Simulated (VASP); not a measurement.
Here is a VASP 6.6.1 calculation.

The input INCAR:

```
ALGO = Normal
EDIFF = 1E-6
ENCUT = 520
GGA = PE
ISIF = 2
ISMEAR = -1
LASPH = True
LCHARG = False
LREAL = False
LWAVE = False
NBANDS = 16
NELM = 80
PREC = Accurate
SIGMA = 0.02
```

File KPOINTS:

```
k-points
0
Gamma
  10 10 7
```

The input POSCAR:

```
MgO
1.0
    2.1269412142      2.1269412142      0.0000000000
   -2.1269412142      2.1269412142      0.0000000000
    0.0000000000      0.0000000000      4.2538824283
Mg O
2 2
Direct
    0.0000000000      0.0000000000      0.0000000000
    0.5000000000      0.5000000000      0.5000000000
    0.5000000000      0.5000000000      0.0000000000
    0.0000000000      0.0000000000      0.5000000000
```

Potentials or basis: VASP PAW PBE potentials, release 64 (Mg, O).

Run with:

```console
$ cat potpaw_PBE.64/Mg/POTCAR potpaw_PBE.64/O/POTCAR > POTCAR
$ mpirun -np 1 vasp_std > vasp.out
```

Predict the band gap on the k mesh.

4.44 eV.

Predict the pressure.

-0.8 GPa.

A k mesh can miss the band edges.
